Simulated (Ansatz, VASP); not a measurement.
Two plane-wave programs on Hf

Contents of INCAR:

```
ALGO = Fast ; EDIFF = 1E-7
ENCUT = 520 ; GGA = PE
ISIF = 2 ; ISMEAR = 0
LASPH = T ; LCHARG = F
LREAL = F ; LWAVE = F
NBANDS = 11 ; NELM = 100
PREC = Accurate ; SIGMA = 0.15
```

Contents of KPOINTS:

```
k-points
0
Gamma
  14 14 14
```

The input POSCAR:

```
Hf
1.0
   -0.0180269836      2.2527992767      2.2184576960
    2.2463560116      0.0269112718      2.1735194406
    2.2950545664      2.2565595761     -0.0217872830
Hf
1
Direct
    0.0000000000      0.0000000000      0.0000000000
```

Input for Ansatz:

```yaml
crystal:
  lattice:
    - [-0.0180269836, 2.2527992767, 2.218457696]
    - [2.2463560116, 0.0269112718, 2.1735194406]
    - [2.2950545664, 2.2565595761, -0.021787283]
  atoms:
    - { symbol: Hf, position: [0.0, 0.0, 0.0] }
basis:
  ecutwfc: 420
kpoints:
  mp_grid: { grid: [14, 14, 14] }
hamiltonian:
  xc: pbe
scf:
  occupations: { method: gaussian, width: 0.15 }
output:
  forces: true
  stress: true
  eigenvalues: true
  write_density: true
  write_potential: true
  elf: true
  volumetric_format: npy
```

Change from the starting cell: cell sheared at random, sigma 0.03, atoms nudged by 0.01 Å.

Alike in both runs: task single point; functional PBE; k mesh 14 × 14 × 14; occupations gaussian, width 0.15 eV; no spin polarisation.

```csv
,VASP,Ansatz
version,VASP 6.6.1,Ansatz 0.2.0
potentials or method,"VASP PAW PBE potentials, release 64 (Hf_pv), cutoff 520 eV","scalar-relativistic, plane waves, PAW"
valence electrons in the cell,10,26
```

|  | VASP | Ansatz | Ansatz less VASP |
| --- | --- | --- | --- |
| gap on the k mesh at the Fermi level (eV) | none | none | - |
| pressure (GPa) | -0.3 | 0.1 | +0.43 |
| traceless stress, the component that is largest in VASP (GPa) | 1.93 | 1.94 | +0.011 |

A gap of «none» marks a metal or a gap that the smearing closes. The functional is the same, so the differences come from potentials, cutoffs and numerics. VASP's potentials hold 10 valence electrons a cell and Ansatz's 26, so a difference there can come from the potentials and not from the codes.

Neither program's run includes spin-orbit coupling.
